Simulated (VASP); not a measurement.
Input of a VASP 6.6.1 run:

File INCAR:

```
PREC = Accurate
ENCUT = 520
EDIFF = 1E-7
ISMEAR = -1
SIGMA = 0.05
LREAL = F
LASPH = T
NELM = 100
ALGO = Normal
ISIF = 2
LWAVE = F
LCHARG = F
NBANDS = 16
```

KPOINTS

```
regular mesh
0
Gamma
  10 10 6
```

POSCAR

```
AlN
1.0
    3.0709272750      0.0000000000      0.0000000000
   -1.5354636375      2.6595010333      0.0000000000
    0.0000000000      0.0000000000      4.9136809369
Al N
2 2
Direct
    0.6666666667      0.3333333333      0.5000000000
    0.3333333333      0.6666666667      0.0000000000
    0.6666666667      0.3333333333      0.8800000000
    0.3333333333      0.6666666667      0.3800000000
```

Potentials or basis: VASP PAW LDA potentials, release 64 (Al, N).

The run is started by

```bash
$ cat potpaw_LDA.64/Al/POTCAR potpaw_LDA.64/N/POTCAR > POTCAR
$ mpirun -np 1 vasp_std > vasp.out
```

Task: Predict the largest force.

Result: 0.151 eV/Å.

Task: What does it give for the band gap on the k mesh?

Result: 4.61 eV.

Task: Estimate the pressure.

Result: 4.6 GPa.

Stress tensor (GPa, compression positive):
```
4.10 0.00 0.00
0.00 4.10 0.00
0.00 0.00 5.56
```

Caveat: the cell stands under pressure. A k mesh can miss the band edges.
